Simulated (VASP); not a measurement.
Runs of VASP 6.6.1 on NaF. The structure is that of space group Fm-3m (No. 225), or close to it. The cells are those of the table. 

```csv
cell,gap on the mesh (eV),pressure (GPa)
"a = 3.302 Å, angles 60.0°, 2 atoms",6.18,0.8
"a = 3.249 Å, angles 60.0°, 2 atoms",6.44,(a)
"a = 3.137 Å, angles 60.0°, 2 atoms",7.07,11.6
"a = 3.354 Å, angles 60.0°, 2 atoms",5.94,-1.3
"a = 3.194 Å, angles 60.0°, 2 atoms",(b),7.0
```

Alike in all rows: task single point; level PBE; potentials or basis VASP PAW PBE potentials, release 64 (Na_pv, F); no spin polarisation; k mesh 6 × 6 × 6; cutoff (eV) 520; smearing gaussian 0.01 eV.

Task: Fill in the values left out.

Result: (a) 3.5; (b) 6.74.

